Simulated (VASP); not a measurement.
A run of VASP 6.6.1:

INCAR

```
PREC     = Accurate       # precision mode
ENCUT    = 520            # plane-wave cutoff, eV
EDIFF    = 1E-6           # SCF threshold, eV
ISMEAR   = -1             # smearing method
SIGMA    = 0.08           # smearing width, eV
LREAL    = False          # projectors in reciprocal space
LASPH    = True           # aspherical terms in the spheres
NELM     = 100            # most SCF steps
ALGO     = Normal         # electronic algorithm
ISIF     = 2              # what is computed and relaxed
LWAVE    = False          # write WAVECAR
LCHARG   = False          # write CHGCAR
GGA      = PE             # functional
NBANDS   = 11             # bands
```

Contents of KPOINTS:

```
regular mesh
0
Gamma
  16 16 16
```

The input POSCAR:

```
Hf
1.0
    2.3851836648      0.0000000000      0.0000000000
    0.0000000000      2.3851836648      0.0000000000
    0.0000000000      0.0000000000      2.3851836648
Hf
1
Direct
    0.0000000000      0.0000000000      0.0000000000
```

Potentials or basis: VASP PAW PBE potentials, release 64 (Hf_pv).

Command:

```console
$ cat potpaw_PBE.64/Hf_pv/POTCAR > POTCAR
$ mpirun -np 1 vasp_std > vasp.out
```

Hardware: 1 thread of Intel(R) Xeon(R) Platinum 8488C (Sapphire Rapids) (shared host).

Question: Estimate the wall time of this run.

Answer: Run time: 8.7 s on 1 thread of Intel(R) Xeon(R) Platinum 8488C (Sapphire Rapids), with other jobs on the host, peak memory 0.13 GiB. Counts: scf iterations 10, k points 165.
